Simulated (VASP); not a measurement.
# Nb4N in VASP: a series of runs

The runs below take Nb4N through single point, with PBE.

Everything below comes from runs of VASP 6.6.1. Logs are shortened: lines on timing, memory, paths and dates and some standing lists are left out, and cuts for length are marked.

### Step 1. The cell of the first run

The cell holds a slab with vacuum, 5 atoms: a = 3.311 Å, b = 3.311 Å, c = 21.799 Å, α = 90.00°, β = 90.00°, γ = 90.00°.

### Step 2. Single point, PBE, collinear spin, ferromagnetic start

File INCAR:

```
SYSTEM = Nb4N
ALGO = Fast
DIPOL = 0.5 0.5 0.340
EDIFF = 1E-7
ENCUT = 520
GGA = PE
IDIPOL = 3
ISIF = 2
ISMEAR = 0
ISPIN = 2
LASPH = .True.
LCHARG = .False.
LDIPOL = .True.
LMAXMIX = 4
LORBIT = 11
LREAL = .False.
LWAVE = .False.
MAGMOM = 0 0 0 0 3
NBANDS = 40
NELM = 150
PREC = Accurate
SIGMA = 0.1
```

File KPOINTS:

```
k-points
0
Gamma
  8 8 1
  0 0 0
```

File POSCAR:

```
Nb4N
1.0
    3.3111160015      0.0000000000      0.0000000000
    0.0000000000      3.3111160015      0.0000000000
    0.0000000000      0.0000000000     21.7993006655
Nb N
4 1
Direct
    0.5000000000      0.5000000000      0.1834921249
    0.0000000000      0.0000000000      0.2594375887
    0.5000000000      0.5000000000      0.3336918596
    0.0000000000      0.0000000000      0.4036505941
    0.0000000000      0.0000000000      0.5187919025
```

Potentials or basis: VASP PAW PBE potentials, release 64 (Nb_sv, N).

Run with:

```sh
$ cat potpaw_PBE.64/Nb_sv/POTCAR potpaw_PBE.64/N/POTCAR > POTCAR
$ mpirun -np 1 vasp_std > vasp.out
```

OUTCAR:

```text
SYSTEM = Nb4N
   EDIFF = 1E-7
   ENCUT = 520
   GGA = PE
   ISIF = 2
   ISMEAR = 0
   ISPIN = 2
   LASPH = .True.
   LORBIT = 11
   LREAL = .False.
   NELM = 150
   PREC = Accurate

 ion  position               nearest neighbor table
   1  0.500  0.500  0.183-   2 2.87   2 2.87   2 2.87   2 2.87
   2  0.000  0.000  0.259-   3 2.85   3 2.85   3 2.85   3 2.85   1 2.87   1 2.87   1 2.87   1 2.87

   3  0.500  0.500  0.334-   4 2.79   4 2.79   4 2.79   4 2.79   2 2.85   2 2.85   2 2.85   2 2.85

   4  0.000  0.000  0.404-   3 2.79   3 2.79   3 2.79   3 2.79
   5  0.000  0.000  0.519-

  LATTYP: Found a simple tetragonal cell.
 ALAT       =     3.3111160015
 C/A-ratio  =     6.5836716852

  Lattice vectors:

 A1 = (   3.3111160015,   0.0000000000,   0.0000000000)
 A2 = (   0.0000000000,   3.3111160015,   0.0000000000)
 A3 = (   0.0000000000,   0.0000000000,  21.7993006655)

Analysis of symmetry for initial positions (statically):
=====================================================================
 Subroutine PRICEL returns:
 Original cell was already a primitive cell.

 Routine SETGRP: Setting up the symmetry group for a
 simple tetragonal supercell.

 Subroutine GETGRP returns: Found  8 space group operations
 (whereof  8 operations were pure point group operations)
 out of a pool of 16 trial point group operations.

The static configuration has the point symmetry C_4v.

Analysis of symmetry for dynamics (positions and initial velocities):
=====================================================================
 Subroutine PRICEL returns:
 Original cell was already a primitive cell.

 Routine SETGRP: Setting up the symmetry group for a
 simple tetragonal supercell.

 Subroutine GETGRP returns: Found  8 space group operations
 (whereof  8 operations were pure point group operations)
 out of a pool of 16 trial point group operations.

The dynamic configuration has the point symmetry C_4v.

Analysis of structural, dynamic, and magnetic symmetry:
=====================================================================
 Subroutine PRICEL returns:
 Original cell was already a primitive cell.

 Routine SETGRP: Setting up the symmetry group for a
 simple tetragonal supercell.

 Subroutine GETGRP returns: Found  8 space group operations
 (whereof  8 operations were pure point group operations)
 out of a pool of 16 trial point group operations.

The overall configuration has the point symmetry C_4v.

 Subroutine INISYM returns: Found  8 space group operations
 (whereof  8 operations are pure point group operations),
 and found     1 'primitive' translations

----------------------------------------------------------------------------------------

                                     Primitive cell

  volume of cell :     238.9964

  direct lattice vectors                    reciprocal lattice vectors
     3.311116001  0.000000000  0.000000000     0.302012977  0.000000000  0.000000000
     0.000000000  3.311116001  0.000000000     0.000000000  0.302012977  0.000000000
     0.000000000  0.000000000 21.799300665     0.000000000  0.000000000  0.045873031

  length of vectors
     3.311116001  3.311116001 21.799300665     0.302012977  0.302012977  0.045873031

  position of ions in fractional coordinates (direct lattice)
     0.500000000  0.500000000  0.183492125
     0.000000000  0.000000000  0.259437589
     0.500000000  0.500000000  0.333691860
     0.000000000  0.000000000  0.403650594
     0.000000000  0.000000000  0.518791902

  ion indices of the primitive-cell ions
   primitive index   ion index
                 1           1
                 2           2
                 3           3
                 4           4
                 5           5

----------------------------------------------------------------------------------------

 KPOINTS: k-points

Automatic generation of k-mesh.
[... 35 lines left out ...]
  0.375000  0.375000  0.000000      4.000000
  0.500000  0.375000  0.000000      4.000000
  0.500000  0.500000  0.000000      1.000000
   k-points           NKPTS =     15   k-points in BZ     NKDIM =     15   number of bands    NBANDS=     40
   number of dos      NEDOS =    301   number of ions     NIONS =      5
   total plane-waves  NPLWV = 127008
   dimension x,y,z NGX =    28 NGY =   28 NGZ =  162
   dimension x,y,z NGXF=    56 NGYF=   56 NGZF=  324
   ions per type =               4   1
   NGX,Y,Z   is equivalent  to a cutoff of  14.06, 14.06, 12.35 a.u.
   NGXF,Y,Z  is equivalent  to a cutoff of  28.12, 28.12, 24.71 a.u.
 SYSTEM =  Nb4N
   PREC   = accura    normal or accurate (medium, high low for compatibility)
   ISTART =      0    job   : 0-new  1-cont  2-samecut
   ICHARG =      2    charge: 1-file 2-atom 10-const
   ISPIN  =      2    spin polarized calculation?
   LNONCOLLINEAR =      F non collinear calculations
   LSORBIT =      F    spin-orbit coupling
   LASPH  =      T    aspherical Exc in radial PAW
   ENCUT  =  520.0 eV  38.22 Ry    6.18 a.u.   6.16  6.16 40.53*2*pi/ulx,y,z
   NELM   =    150;   NELMIN=  2; NELMDL= -5     # of ELM steps
   EDIFF  = 0.1E-06   stopping-criterion for ELM
   LREAL  =      F    real-space projection
   EDIFFG = 0.1E-05   stopping-criterion for IOM
   NSW    =      0    number of steps for IOM
   IBRION =     -1    ionic relax: 0-MD 1-quasi-New 2-CG
   NFREE  =      0    steps in history (QN), initial steepest desc. (CG)
   ISIF   =      2    stress and relaxation
   ISYM   =      2    0-nonsym 1-usesym 2-fastsym
   POTIM  = 0.5000    time-step for ionic-motion
   TEBEG  =    0.0;   TEEND  =   0.0 temperature during run
   PSTRESS=    0.0 pullay stress
   NELECT =      57.0000    total number of electrons
   NUPDOWN=      -1.0000    fix difference up-down
   EMIN   =  10.00;   EMAX   =-10.00  energy-range for DOS
   EFERMI =   0.00;   METHOD = LEGACY
   ISMEAR =     0;   SIGMA  =   0.10  broadening in eV -4-tet -1-fermi 0-gaus
   EFERMI_NEDOS =   21; number of points for ismear=-14 and -15
   IALGO  =     68    algorithm
   IMIX   =      4    mixing-type and parameters
     AMIX     =   0.40;   BMIX     =  1.00
     AMIX_MAG =   1.60;   BMIX_MAG =  1.00
  volume/ion in A,a.u.               =      47.80       322.57
  Fermi-wavevector in a.u.,A,eV,Ry     =   1.015241  1.918528 14.023731  1.030715
  Thomas-Fermi vector in A             =   2.148516
   LORBIT       =     11    0 simple, 1 ext, 2 COOP (PROOUT), +10 PAW based schemes
   GGA     = PE    functional components
   LHFCALC =     F    Hartree Fock is set to
   AEXX    =    0.0000 exact exchange contribution
   IVDW    =     0    specifies the selected vdW correction
   LEPSILON=     F    determine dielectric tensor
   LRPA    =     F    only Hartree local field effects (RPA)
 spin polarized calculation
 RMM-DIIS sequential band-by-band and
 Gauss-broadening in eV      SIGMA  =   0.10
  energy-cutoff  :      520.00
  volume of cell :      239.00
 maximum number of plane-waves:      6480
 NGX is ok and might be reduce to    28
   NGX = 13   NGY = 13   NGZ = 81

 dipolmoment           0.000000      0.000000     -0.371825 electrons x Angstroem

 number of electron      57.0000002 magnetization       1.4349846

 dipolmoment           0.000000      0.000000      0.197154 electrons x Angstroem

 Free energy of the ion-electron system (eV)
  ---------------------------------------------------
  ext. energy  EPLUGINS =         0.00000000
  ---------------------------------------------------
  free energy    TOTEN  =       -41.83215809 eV

  energy without entropy =      -41.79892969  energy(sigma->0) =      -41.81554389

 E-fermi :   0.2218     XC(G=0):  -5.3275

 val. band max:        0.2037221845   @ k =   0.2500   0.1250   0.0000
 cond. band min:       0.2260092796   @ k =   0.1250   0.1250   0.0000
 fundamental gap:      0.0222870952
 Fermi energy:         0.2217850676

 spin component 1

 k-point     1 :       0.0000    0.0000    0.0000
  band No.  band energies     occupation
      1     -54.7816      1.00000
      2     -54.6837      1.00000
      3     -54.2961      1.00000
      4     -53.9876      1.00000
      5     -30.9332      1.00000
      6     -30.7919      1.00000
[... 634 lines left out ...]
     39       3.9252      0.00000
     40       4.0600      0.00000
 Fermi energy:         0.2217850676

 spin component 2

 k-point     1 :       0.0000    0.0000    0.0000
  band No.  band energies     occupation
      1     -55.0218      1.00000
      2     -54.8789      1.00000
      3     -54.2779      1.00000
      4     -53.9464      1.00000
      5     -31.2062      1.00000
      6     -31.0096      1.00000
[... 634 lines left out ...]
     39       3.9342      0.00000
     40       4.0894      0.00000

------------------------ aborting loop because EDIFF is reached ----------------------------------------

 vacuum level on the upper side and lower side of the slab       (xc-potential included)         1.585        -1.640

  FORCE on cell =-STRESS in cart. coord.  units (eV):
  Direction    XX          YY          ZZ          XY          YZ          ZX
  --------------------------------------------------------------------------------------
  -------------------------------------------------------------------------------------
  Total       -3.1922939     -3.1922939     -6.4726903      0.0000000      0.0000000     -0.0000000
  in kB      -21.4004101    -21.4004101    -43.3914395      0.0000000      0.0000000     -0.0000000
  external PRESSURE =     -28.7307533 kB  Pullay stress =       0.0000000 kB

 VOLUME and BASIS-vectors are now :
 -----------------------------------------------------------------------------
  energy-cutoff  :      520.00
  volume of cell :      239.00
      direct lattice vectors                 reciprocal lattice vectors
     3.311116001  0.000000000  0.000000000     0.302012977  0.000000000  0.000000000
     0.000000000  3.311116001  0.000000000     0.000000000  0.302012977  0.000000000
     0.000000000  0.000000000 21.799300665     0.000000000  0.000000000  0.045873031

 POSITION                                       TOTAL-FORCE (eV/Angst)
 -----------------------------------------------------------------------------------
      1.65556      1.65556      4.00000        -0.000000     -0.000000      0.887974
      0.00000      0.00000      5.65556        -0.000000     -0.000000     -0.923604
      1.65556      1.65556      7.27425         0.000000      0.000000     -0.351918
      0.00000      0.00000      8.79930        -0.000000     -0.000000      2.623530
      0.00000      0.00000     11.30930        -0.000000     -0.000000     -2.235981
 -----------------------------------------------------------------------------------
    total drift:                                0.000000      0.000000      0.001127

  FREE ENERGIE OF THE ION-ELECTRON SYSTEM (eV)
  ---------------------------------------------------
  free  energy   TOTEN  =       -41.8321580904 eV

  energy  without entropy=      -41.7989296942  energy(sigma->0) =      -41.81554389

 vacuum level on the upper side and lower side of the slab         7.169         3.901

 total charge

# of ion       s       p       d       tot
------------------------------------------
    1        2.210   5.940   2.442  10.592
    2        2.223   6.007   2.468  10.697
    3        2.230   6.005   2.542  10.777
    4        2.214   5.965   2.402  10.581
    5        1.349   1.957   0.000   3.307
--------------------------------------------------
tot         10.226  25.875   9.854  45.954

 magnetization (x)

# of ion       s       p       d       tot
------------------------------------------
    1       -0.007  -0.006  -0.359  -0.371
    2        0.002   0.002   0.035   0.038
    3        0.002   0.006   0.071   0.079
    4       -0.008   0.004  -0.303  -0.307
    5        0.035   1.455   0.000   1.491
--------------------------------------------------
tot          0.024   1.462  -0.556   0.929
```

Run time: 46 min. Hardware: 1 thread of Oxide Virtual Turin-like, shared host; peak memory 0.56 GiB.

What came out:

| Quantity | Value |
| --- | --- |
| Free energy | -41.8322 eV |
| Largest force | 2.624 eV/Å |
| Net moment | 1.43 μB per cell |
| Site moments | Nb -0.37, +0.04, +0.08, -0.31; N +1.49 μB |
| Valence electrons inside the program's atomic spheres | Nb 10.59, 10.70, 10.78, 10.58; N 3.31 |

Forces in eV/Å, atoms in the order of the input:
```
Nb   0.000  0.000  0.888
Nb   0.000  0.000 -0.924
Nb   0.000  0.000 -0.352
Nb   0.000  0.000  2.624
N    0.000  0.000 -2.236
```

(Continued in part 2 of 2.)
